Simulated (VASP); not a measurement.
# BiTe (R-3m) in VASP: further runs, part 2 of 2

VASP 6.6.1. The steps go on from the part before.

### 3 Relaxation of shape and atoms at fixed volume, r2SCAN (30.21 Å³/atom)

This run uses another cell than the first one, of 30.21 Å³/atom.

POSCAR

```
BiTe
1.0
    2.3683444999      1.3673643346      3.1091006545
   -2.3683444999      1.3673643346      3.1091006545
    0.0000000000     -2.7347286692      3.1091006545
Bi Te
1 1
Direct
    0.5000000000      0.5000000000      0.5000000000
    0.0000000000      0.0000000000      0.0000000000
```

INCAR.step1

```
ALGO = Normal
EDIFF = 1E-4
ENCUT = 600
GGA = PE
ISMEAR = 0
LASPH = True
LCHARG = False
LREAL = False
LWAVE = True
NELM = 60
PREC = Accurate
SIGMA = 0.1
```

INCAR.step2

```
ALGO = Normal
EDIFF = 1E-6
EDIFFG = -0.01
ENCUT = 600
IBRION = 2
ISIF = 4
ISMEAR = 0
ISTART = 1
LASPH = True
LCHARG = False
LMIXTAU = True
LREAL = False
LWAVE = False
METAGGA = R2SCAN
NELM = 60
NSW = 50
PREC = Accurate
SIGMA = 0.1
```

KPOINTS

```
k-points
0
Gamma
  12 12 12
```

Potentials or basis: VASP PAW PBE potentials, release 64 (Bi_d, Te).

Command:

```console
$ cat potpaw_PBE.64/Bi_d/POTCAR potpaw_PBE.64/Te/POTCAR > POTCAR
$ cp INCAR.step1 INCAR
$ mpirun -np 1 vasp_std > vasp.out
$ cp INCAR.step2 INCAR
$ mpirun -np 1 vasp_std > vasp.out
```

Wall time 33 min (1 thread of Oxide Virtual Turin-like, shared host); peak memory 0.36 GiB.

Results (log left out):

| Property | Result |
| --- | --- |
| Free energy | -83.9500 eV |
| Energy gained by relaxing | 1.1 meV/atom |
| Ionic steps | 3 |
| Pressure after relaxing | 5.2 GPa |
| Band gap on the k mesh | zero (an odd number of electrons rules out a gap without spin polarisation) |

The path:
| step | energy change (eV) | largest force (eV/Å) | pressure (GPa) | volume (Å³) |
| --- | --- | --- | --- | --- |
| 1 | 0.0000 | 0.0000 | 5.56 | 60.41 |
| 2 | -0.0010 | 0.0000 | 5.46 | 60.41 |
| 3 | -0.0022 | 0.0000 | 5.16 | 60.41 |

Final structure:
```cif
data_structure
_symmetry_space_group_name_H-M 'P 1'
_symmetry_Int_Tables_number 1
_cell_length_a 4.1168
_cell_length_b 4.1168
_cell_length_c 4.1168
_cell_angle_alpha 70.935
_cell_angle_beta 70.935
_cell_angle_gamma 70.935
_cell_volume 60.41
loop_
_atom_site_label
_atom_site_type_symbol
_atom_site_fract_x
_atom_site_fract_y
_atom_site_fract_z
_atom_site_occupancy
Bi1 Bi 0.50000 0.50000 0.50000 1
Te1 Te 0.00000 0.00000 0.00000 1
```

Levels at points of the mesh, in eV from the Fermi level:
```tsv
k point	band 8	band 9	band 10	band 11	band 12	band 13
(0.00, 0.00, 0.00)	-3.58	-3.58	-1.71	2.16	3.24	3.24
(0.50, 0.00, 0.00)	-2.13	-2.05	-1.02	-0.71	-0.70	0.90
(0.50, 0.50, 0.00)	-6.58	-5.50	-3.56	2.62	3.32	4.19
(0.50, 0.50, 0.50)	-2.98	-2.98	-2.70	-1.98	-1.80	-1.80
```

Caveat: the PAW data sets were made with another functional, which shifts forces and pressure a little; spin-orbit coupling is left out, which moves the levels of the heavy elements.

### 4 Single point, r2SCAN

This run uses another cell than the first one, of 33.19 Å³/atom.

POSCAR

```
BiTe
1.0
    2.4109583717      1.3919674649      3.2968843887
   -2.4109583717      1.3919674649      3.2968843887
    0.0000000000     -2.7839349299      3.2968843887
Bi Te
1 1
Direct
    0.5000000000      0.5000000000      0.5000000000
    0.0000000000      0.0000000000      0.0000000000
```

INCAR.step1

```
SYSTEM = BiTe
PREC = Accurate ; ENCUT = 520
ISMEAR = 0 ; SIGMA = 0.15
LREAL = .False. ; LASPH = .True.
NELM = 60 ; NBANDS = 18
GGA = PE ; ALGO = Normal
EDIFF = 1E-4 ; LWAVE = .True.
LCHARG = .False.
```

INCAR.step2

```
SYSTEM = BiTe
PREC = Accurate ; ENCUT = 520
EDIFF = 1E-6 ; ISMEAR = 0
SIGMA = 0.15 ; LREAL = .False.
LASPH = .True. ; NELM = 60
ALGO = Normal ; ISIF = 2
LWAVE = .False. ; LCHARG = .False.
METAGGA = R2SCAN ; LMIXTAU = .True.
NBANDS = 18 ; ISTART = 1
```

KPOINTS

```
regular mesh
0
Gamma
  18 18 18
  0 0 0
```

Command:

```console
$ cat potpaw_PBE.64/Bi_d/POTCAR potpaw_PBE.64/Te/POTCAR > POTCAR
$ cp INCAR.step1 INCAR
$ mpirun -np 1 vasp_std > vasp.out
$ cp INCAR.step2 INCAR
$ mpirun -np 1 vasp_std > vasp.out
```

Wall time 35 min (1 thread of Oxide Virtual Turin-like, shared host); peak memory 0.7 GiB.

The run converged. Its results:

- Free energy: -84.0432 eV
- Pressure: 0.0 GPa
- Band gap on the k mesh: zero (an odd number of electrons rules out a gap without spin polarisation)

Stress tensor (GPa, compression positive):
```
-0.05  0.00  0.00
 0.00 -0.05  0.00
 0.00  0.00  0.08
```

Levels at points of the mesh, in eV from the Fermi level:
```
           k point  band 8  band 9  band 10  band 11  band 12  band 13
(0.00, 0.00, 0.00)   -3.23   -3.23    -1.86     1.93     2.69     2.69
(0.50, 0.00, 0.00)   -2.09   -1.98    -1.11    -0.92    -0.68     0.35
(0.50, 0.50, 0.00)   -6.01   -4.86    -3.63     2.66     3.25     3.86
(0.50, 0.50, 0.50)   -2.60   -2.60    -2.36    -1.56    -1.38    -1.38
```

Caveat: the PAW data sets were made with another functional, which shifts forces and pressure a little; spin-orbit coupling is left out, which moves the levels of the heavy elements.

### 5 Relaxation of shape and atoms at fixed volume, r2SCAN (31.20 Å³/atom)

This run uses another cell than the first one, of 31.20 Å³/atom.

POSCAR

```
BiTe
1.0
    2.3774027158      1.3725940979      3.1871718936
   -2.3774027158      1.3725940979      3.1871718936
    0.0000000000     -2.7451881959      3.1871718936
Bi Te
1 1
Direct
    0.5000000000      0.5000000000      0.5000000000
    0.0000000000      0.0000000000      0.0000000000
```

INCAR.step1

```
PREC     = Accurate       # precision mode
ENCUT    = 600            # plane-wave cutoff, eV
ISMEAR   = 0              # smearing method
SIGMA    = 0.1            # smearing width, eV
LREAL    = False          # projectors in reciprocal space
LASPH    = True           # aspherical terms in the spheres
NELM     = 100            # most SCF steps
GGA      = PE             # functional
ALGO     = Normal         # electronic algorithm
EDIFF    = 1E-4           # SCF threshold, eV
LWAVE    = True           # write WAVECAR
LCHARG   = False          # write CHGCAR
```

INCAR.step2

```
PREC     = Accurate       # precision mode
ENCUT    = 600            # plane-wave cutoff, eV
EDIFF    = 1E-6           # SCF threshold, eV
ISMEAR   = 0              # smearing method
SIGMA    = 0.1            # smearing width, eV
LREAL    = False          # projectors in reciprocal space
LASPH    = True           # aspherical terms in the spheres
NELM     = 100            # most SCF steps
ALGO     = Normal         # electronic algorithm
ISIF     = 4              # what is computed and relaxed
LWAVE    = False          # write WAVECAR
LCHARG   = False          # write CHGCAR
METAGGA  = R2SCAN         # meta-GGA
LMIXTAU  = True         
IBRION   = 2              # ionic algorithm
NSW      = 50             # ionic steps
EDIFFG   = -0.01          # ionic threshold
ISTART   = 1
```

KPOINTS

```
regular mesh
0
Gamma
  12 12 12
```

Command:

```console
$ cat potpaw_PBE.64/Bi_d/POTCAR potpaw_PBE.64/Te/POTCAR > POTCAR
$ cp INCAR.step1 INCAR
$ mpirun -np 1 vasp_std > vasp.out
$ cp INCAR.step2 INCAR
$ mpirun -np 1 vasp_std > vasp.out
```

It took 48 min on 1 thread of Oxide Virtual Turin-like, shared host; peak memory 0.38 GiB.

Results (log left out):

```
Free energy               : -84.0020 eV
Energy gained by relaxing : 0.8 meV/atom
Ionic steps               : 3
Pressure after relaxing   : 3.2 GPa
Band gap on the k mesh    : zero (an odd number of electrons rules out a gap without spin polarisation)
```

The path:
```
step  energy change (eV)  largest force (eV/Å)  pressure (GPa)  volume (Å³)
   1              0.0000                0.0000            3.49        62.40
   2             -0.0007                0.0000            3.42        62.40
   3             -0.0015                0.0000            3.22        62.40
```

Final structure:
```cif
data_structure
_symmetry_space_group_name_H-M 'P 1'
_symmetry_Int_Tables_number 1
_cell_length_a 4.1863
_cell_length_b 4.1863
_cell_length_c 4.1863
_cell_angle_alpha 69.746
_cell_angle_beta 69.746
_cell_angle_gamma 69.746
_cell_volume 62.40
loop_
_atom_site_label
_atom_site_type_symbol
_atom_site_fract_x
_atom_site_fract_y
_atom_site_fract_z
_atom_site_occupancy
Bi1 Bi 0.50000 0.50000 0.50000 1
Te1 Te 0.00000 0.00000 0.00000 1
```

Levels at points of the mesh, in eV from the Fermi level:
```
           k point  band 8  band 9  band 10  band 11  band 12  band 13
(0.00, 0.00, 0.00)   -3.47   -3.47    -1.78     2.06     3.02     3.02
(0.50, 0.00, 0.00)   -2.14   -2.04    -1.00    -0.88    -0.71     0.67
(0.50, 0.50, 0.00)   -6.40   -5.28    -3.63     2.59     3.31     4.09
(0.50, 0.50, 0.50)   -2.85   -2.85    -2.57    -1.82    -1.65    -1.65
```

Caveat: the PAW data sets were made with another functional, which shifts forces and pressure a little; spin-orbit coupling is left out, which moves the levels of the heavy elements.

### 6 Overview

```csv
task,cell,k mesh,cutoff (eV),smearing,gap on the mesh (eV),pressure (GPa)
relaxation of shape and atoms at fixed volume,"relaxed from a = 4.271 Å, angles 67.9°, 2 atoms",12 × 12 × 12,600,gaussian 0.1 eV,none,1.5
relaxation of shape and atoms at fixed volume,"relaxed from a = 4.141 Å, angles 69.8°, 2 atoms",12 × 12 × 12,600,gaussian 0.1 eV,none,5.2
single point,"a = 4.315 Å, angles 67.9°, 2 atoms",18 × 18 × 18,520,gaussian 0.15 eV,none,0.0
relaxation of shape and atoms at fixed volume,"relaxed from a = 4.206 Å, angles 68.8°, 2 atoms",12 × 12 × 12,600,gaussian 0.1 eV,none,3.2
```

Alike in all rows: level r2SCAN; potentials or basis VASP PAW PBE potentials, release 64 (Bi_d, Te); no spin polarisation.

Caveats: the PAW data sets were made with another functional, which shifts forces and pressure a little; spin-orbit coupling is left out, which moves the levels of the heavy elements.

Total energies depend on the potentials used, so only differences within one code and one set of settings carry meaning.
